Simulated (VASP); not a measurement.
# Hf in VASP: single point with PBEsol

Aim: the single point of Hf with PBEsol.

Everything below comes from runs of VASP 6.6.1. Logs are shortened: lines on timing, memory, paths and dates and some standing lists are left out, and cuts for length are marked.

### Step 1. The cell of the first run

The cell holds a slab with vacuum, 12 atoms: a = 3.159 Å, b = 4.999 Å, c = 30.591 Å, α = 90.00°, β = 90.00°, γ = 90.00°.

### Step 2. Single point, PBEsol

Contents of INCAR:

```
SYSTEM = Hf
PREC     = Accurate       ! precision mode
ENCUT    = 400            ! plane-wave cutoff, eV
EDIFF    = 1E-6           ! SCF threshold, eV
ISMEAR   = 1              ! smearing method
SIGMA    = 0.1            ! smearing width, eV
LREAL    = .False.        ! projectors in reciprocal space
LASPH    = .True.         ! aspherical terms in the spheres
NELM     = 120            ! most SCF steps
ALGO     = Normal         ! electronic algorithm
ISIF     = 2              ! what is computed and relaxed
LWAVE    = .False.        ! write WAVECAR
LCHARG   = .False.        ! write CHGCAR
LDIPOL   = .True.       
IDIPOL   = 3            
DIPOL    = 0.5 0.5 0.500
GGA      = PS             ! functional
NBANDS   = 72             ! bands
GGA_COMPAT= .False.      
NELMDL   = -8
```

Contents of KPOINTS:

```
regular mesh
0
Gamma
  10 7 1
  0 0 0
```

Contents of POSCAR:

```
Hf
1.0
    3.1590465010      0.0000000000      0.0000000000
    0.0000000000      4.9993653000      0.0000000000
    0.0000000000      0.0000000000     30.5910107800
Hf
12
Direct
    0.0000000000      0.0000000000      0.2649053395
    0.5000000000      0.0000000000      0.3499025535
    0.5000000000      0.5000000000      0.2930199708
    0.0000000000      0.0000000000      0.4400021953
    0.0000000000      0.5000000000      0.3810346182
    0.5000000000      0.0000000000      0.5298110354
    0.5000000000      0.5000000000      0.4701889823
    0.0000000000      0.0000000000      0.6189653875
    0.0000000000      0.5000000000      0.5599978314
    0.5000000000      0.0000000000      0.7069799583
    0.5000000000      0.5000000000      0.6500974263
    0.0000000000      0.5000000000      0.7350947014
```

Potentials or basis: VASP PAW PBE potentials, release 64 (Hf_pv).

The run is started by

```console
$ cat potpaw_PBE.64/Hf_pv/POTCAR > POTCAR
$ mpirun -np 1 vasp_std > vasp.out
```

OUTCAR:

```text
SYSTEM = Hf
   PREC = Accurate
   ENCUT = 400
   EDIFF = 1E-6
   ISMEAR = 1
   LREAL = .False.
   LASPH = .True.
   NELM = 120
   ISIF = 2
   GGA = PS
   NELMDL = -8

 ion  position               nearest neighbor table
   1  0.000  0.000  0.265-   2 3.04   2 3.04   3 3.08   3 3.08   3 3.08   3 3.08
   2  0.500  0.000  0.350-   1 3.04   1 3.04   3 3.05   3 3.05   5 3.11   5 3.11   5 3.11   5 3.11
                             4 3.18   4 3.18
   3  0.500  0.500  0.293-   2 3.05   2 3.05   1 3.08   1 3.08   1 3.08   1 3.08   5 3.12   5 3.12

   4  0.000  0.000  0.440-   5 3.08   5 3.08   7 3.10   7 3.10   7 3.10   7 3.10   6 3.17   6 3.17
                             2 3.18   2 3.18
   5  0.000  0.500  0.381-   4 3.08   4 3.08   2 3.11   2 3.11   2 3.11   2 3.11   3 3.12   3 3.12
                             7 3.15   7 3.15
   6  0.500  0.000  0.530-   7 3.09   7 3.09   9 3.10   9 3.10   9 3.10   9 3.10   8 3.15   8 3.15
                             4 3.17   4 3.17
   7  0.500  0.500  0.470-   6 3.09   6 3.09   4 3.10   4 3.10   4 3.10   4 3.10   5 3.15   5 3.15
                             9 3.17   9 3.17
   8  0.000  0.000  0.619-   9 3.08   9 3.08  11 3.11  11 3.11  11 3.11  11 3.11  10 3.12  10 3.12
                             6 3.15   6 3.15
   9  0.000  0.500  0.560-   8 3.08   8 3.08   6 3.10   6 3.10   6 3.10   6 3.10   7 3.17   7 3.17
                            11 3.18  11 3.18
  10  0.500  0.000  0.707-  11 3.05  11 3.05  12 3.08  12 3.08  12 3.08  12 3.08   8 3.12   8 3.12

  11  0.500  0.500  0.650-  12 3.04  12 3.04  10 3.05  10 3.05   8 3.11   8 3.11   8 3.11   8 3.11
                             9 3.18   9 3.18
  12  0.000  0.500  0.735-  11 3.04  11 3.04  10 3.08  10 3.08  10 3.08  10 3.08

  LATTYP: Found a simple orthorhombic cell.
 ALAT       =     3.1590465010
 B/A-ratio  =     1.5825551471
 C/A-ratio  =     9.6836215517

  Lattice vectors:

 A1 = (   3.1590465010,   0.0000000000,   0.0000000000)
 A2 = (   0.0000000000,   4.9993653000,   0.0000000000)
 A3 = (   0.0000000000,   0.0000000000,  30.5910107800)

Analysis of symmetry for initial positions (statically):
=====================================================================
 Subroutine PRICEL returns:
 Original cell was already a primitive cell.

 Routine SETGRP: Setting up the symmetry group for a
 simple orthorhombic supercell.

 Subroutine GETGRP returns: Found  8 space group operations
 (whereof  4 operations were pure point group operations)
 out of a pool of  8 trial point group operations.

[... 152 lines left out ...]
   IALGO  =     38    algorithm
   IMIX   =      4    mixing-type and parameters
     AMIX     =   0.40;   BMIX     =  1.00
     AMIX_MAG =   1.60;   BMIX_MAG =  1.00
  volume/ion in A,a.u.               =      40.26       271.69
  Fermi-wavevector in a.u.,A,eV,Ry     =   1.029075  1.944670 14.408505  1.058995
  Thomas-Fermi vector in A             =   2.163104
   LORBIT       =      0    0 simple, 1 ext, 2 COOP (PROOUT), +10 PAW based schemes
   GGA     = PS    functional components
   LHFCALC =     F    Hartree Fock is set to
   AEXX    =    0.0000 exact exchange contribution
   IVDW    =     0    specifies the selected vdW correction
   LEPSILON=     F    determine dielectric tensor
   LRPA    =     F    only Hartree local field effects (RPA)
 non-spin polarized calculation
 Methfessel and Paxton  Order N= 1 SIGMA  =   0.10
  energy-cutoff  :      400.00
  volume of cell :      483.13
 maximum number of plane-waves:      8856
 NGX is ok and might be reduce to    24
   NGX = 11   NGY = 17   NGZ = 99

 dipolmoment           0.000000      0.000000     -0.000000 electrons x Angstroem

 number of electron     119.9999983 magnetization

 dipolmoment           0.000000      0.000000      0.000055 electrons x Angstroem

 Free energy of the ion-electron system (eV)
  ---------------------------------------------------
  ext. energy  EPLUGINS =         0.00000000
  ---------------------------------------------------
  free energy    TOTEN  =      -122.02455000 eV

  energy without entropy =     -122.01906014  energy(sigma->0) =     -122.02272005

 E-fermi :   0.9130     XC(G=0):  -6.8737

 val. band max:        0.9080717031   @ k =   0.0000   0.4286   0.0000
 cond. band min:       0.9404525360   @ k =   0.5000   0.2857   0.0000
 fundamental gap:      0.0323808329
 Fermi energy:         0.9129793491

 k-point     1 :       0.0000    0.0000    0.0000
  band No.  band energies     occupation
      1     -30.1911      2.00000
      2     -30.1904      2.00000
      3     -30.1850      2.00000
      4     -30.1836      2.00000
      5     -30.0369      2.00000
      6     -29.9495      2.00000
[... 1789 lines left out ...]
     71       2.2224     -0.00000
     72       2.2493     -0.00000

------------------------ aborting loop because EDIFF is reached ----------------------------------------

 vacuum level on the upper side and lower side of the slab       (xc-potential included)        -0.198        -0.199

  FORCE on cell =-STRESS in cart. coord.  units (eV):
  Direction    XX          YY          ZZ          XY          YZ          ZX
  --------------------------------------------------------------------------------------
  -------------------------------------------------------------------------------------
  Total       -5.5844638     -3.6895780     -0.7486191      0.0000000      0.0000000      0.0000000
  in kB      -18.5194183    -12.2355235     -2.4826001      0.0000000      0.0000000      0.0000000
  external PRESSURE =     -11.0791807 kB  Pullay stress =       0.0000000 kB

 VOLUME and BASIS-vectors are now :
 -----------------------------------------------------------------------------
  energy-cutoff  :      400.00
  volume of cell :      483.13
      direct lattice vectors                 reciprocal lattice vectors
     3.159046501  0.000000000  0.000000000     0.316551212  0.000000000  0.000000000
     0.000000000  4.999365300  0.000000000     0.000000000  0.200025391  0.000000000
     0.000000000  0.000000000 30.591010780     0.000000000  0.000000000  0.032689342

 POSITION                                       TOTAL-FORCE (eV/Angst)
 -----------------------------------------------------------------------------------
      0.00000      0.00000      8.10372         0.000000      0.000000      0.037210
      1.57952      0.00000     10.70387         0.000000      0.000000     -0.024491
      1.57952      2.49968      8.96378         0.000000      0.000000      0.023035
      0.00000      0.00000     13.46011         0.000000      0.000000      0.004836
      0.00000      2.49968     11.65623         0.000000      0.000000     -0.002520
      1.57952      0.00000     16.20746         0.000000      0.000000     -0.002136
      1.57952      2.49968     14.38356         0.000000      0.000000      0.002136
      0.00000      0.00000     18.93478         0.000000      0.000000      0.002520
      0.00000      2.49968     17.13090         0.000000      0.000000     -0.004836
      1.57952      0.00000     21.62723         0.000000      0.000000     -0.023035
      1.57952      2.49968     19.88714         0.000000      0.000000      0.024491
      0.00000      2.49968     22.48729         0.000000      0.000000     -0.037210
 -----------------------------------------------------------------------------------
    total drift:                                0.000000      0.000000      0.006717

  FREE ENERGIE OF THE ION-ELECTRON SYSTEM (eV)
  ---------------------------------------------------
  free  energy   TOTEN  =      -122.0245500011 eV

  energy  without entropy=     -122.0190601422  energy(sigma->0) =     -122.02272005

 vacuum level on the upper side and lower side of the slab         4.733         4.732
```

OSZICAR:

```text
N       E                     dE             d eps       ncg     rms          rms(c)
DAV:   1     0.504418270031E+03    0.50442E+03   -0.60405E+04  4512   0.121E+03
DAV:   2    -0.845195555510E+02   -0.58894E+03   -0.57085E+03  4000   0.325E+02
DAV:   3    -0.127875592633E+03   -0.43356E+02   -0.41617E+02  4816   0.580E+01
[... 13 lines left out ...]
DAV: 110    -0.122024535156E+03   -0.35328E-04   -0.12646E-06  2352   0.373E-03    0.605E-03
DAV: 111    -0.122024545505E+03   -0.10350E-04   -0.50765E-07  2192   0.192E-03    0.660E-03
DAV: 112    -0.122024547195E+03   -0.16892E-05   -0.12355E-07  2016   0.133E-03    0.456E-03
DAV: 113    -0.122024549097E+03   -0.19024E-05   -0.66574E-08  1960   0.784E-04    0.297E-03
DAV: 114    -0.122024550001E+03   -0.90395E-06   -0.40390E-08  1888   0.644E-04
   1 F= -.12202455E+03 E0= -.12202272E+03  d E =-.548986E-02
```

stdout:

```text
POSCAR found type information on POSCAR Hf
 POSCAR found :  1 types and      12 ions
 scaLAPACK will be used
 -----------------------------------------------------------------------------
|                                                                             |
|                                                                             |
|     You enforced a specific xc type in the INCAR file but a different       |
|     I HOPE YOU KNOW WHAT YOU ARE DOING!                                     |
|                                                                             |
 -----------------------------------------------------------------------------

 LDA part: xc-table for (Slater+PW92), standard interpolation
 POSCAR, INCAR and KPOINTS ok, starting setup
 FFT: planning ... GRIDC
 FFT: planning ... GRID_SOFT
 FFT: planning ... GRID
 WAVECAR not read
 entering main loop
```

It took 52 min on 1 thread of AMD EPYC 9R45 (Zen 5), shared host; peak memory 0.59 GiB.

What came out:

```
Free energy            : -122.0246 eV
Largest force          : 0.037 eV/Å
Band gap on the k mesh : zero (bands 60 and 61 overlap by 0.79 eV)
```

Forces on the atoms (eV/Å):
```
Hf   0.000  0.000  0.037
Hf   0.000  0.000 -0.024
Hf   0.000  0.000  0.023
Hf   0.000  0.000  0.005
Hf   0.000  0.000 -0.003
Hf   0.000  0.000 -0.002
Hf   0.000  0.000  0.002
Hf   0.000  0.000  0.003
Hf   0.000  0.000 -0.005
Hf   0.000  0.000 -0.023
Hf   0.000  0.000  0.024
Hf   0.000  0.000 -0.037
```

Levels at points of the mesh, in eV from the Fermi level:
```
           k point  band 56  band 57  band 58  band 59  band 60  band 61  band 62  band 63  band 64  band 65
(0.00, 0.00, 0.00)    -0.37    -0.10     0.14     0.36     0.59     0.82     0.89     0.94     0.95     1.02
(0.50, 0.00, 0.00)    -1.16    -0.96    -0.95    -0.83    -0.83     0.30     0.30     0.40     0.43     0.67
```

Caveat: the PAW data sets were made with another functional, which shifts forces and pressure a little; spin-orbit coupling is left out, which moves the levels of the heavy elements.

The gap in the log of VASP goes by the Fermi energy; the results here count the filled bands.